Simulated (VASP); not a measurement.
**TlGe: single point with PBE**

The system is TlGe.

```
Tl Ge
1.0
     3.69409    0.00000    0.00000
     0.00000    3.69409    0.00000
     0.00000    0.00000    3.69409
Tl Ge
1 1
Direct
  0.00000 0.00000 0.00000
  0.50000 0.50000 0.50000
```

* Program: VASP 6.6.1
* Task: single point
* Functional: PBE
* Potentials or basis: VASP PAW PBE potentials, release 64 (Tl_d, Ge_d)
* Cutoff: 520 eV
* k mesh: 16 × 16 × 16
* Occupations: gaussian, width 0.1 eV
* Spin: no spin polarisation
* Dipole correction: no
* Further INCAR settings: ALGO = Normal; EDIFF = 1e-06; NBANDS = 20

The pressure is -0.1 GPa and the band gap on the k mesh is zero (an odd number of electrons rules out a gap without spin polarisation).

Levels at points of the mesh, in eV from the Fermi level:
```tsv
k point	band 10	band 11	band 12	band 13	band 14	band 15	band 16	band 17	band 18	band 19
(0.00, 0.00, 0.00)	-11.09	-10.98	-2.56	0.36	0.36	0.36	5.66	5.66	9.64	9.64
(0.50, 0.00, 0.00)	-11.08	-8.76	-7.34	2.52	2.52	2.83	2.88	4.95	4.95	6.51
(0.50, 0.50, 0.00)	-10.94	-6.88	-5.07	-3.56	-3.56	2.86	6.76	6.76	7.22	8.37
(0.50, 0.50, 0.50)	-10.94	-6.53	-3.45	-0.63	-0.63	-0.63	0.26	0.26	0.26	17.77
```

It took 110 s on 1 thread of Intel(R) Xeon(R) Platinum 8375C CPU @ 2.90GHz (Ice Lake) (shared host), peak memory 0.28 GiB.

Caveat: spin-orbit coupling is left out, which moves the levels of the heavy elements; an odd number of electrons without spin polarisation forces a metal; a magnetic or distorted state may lie lower.
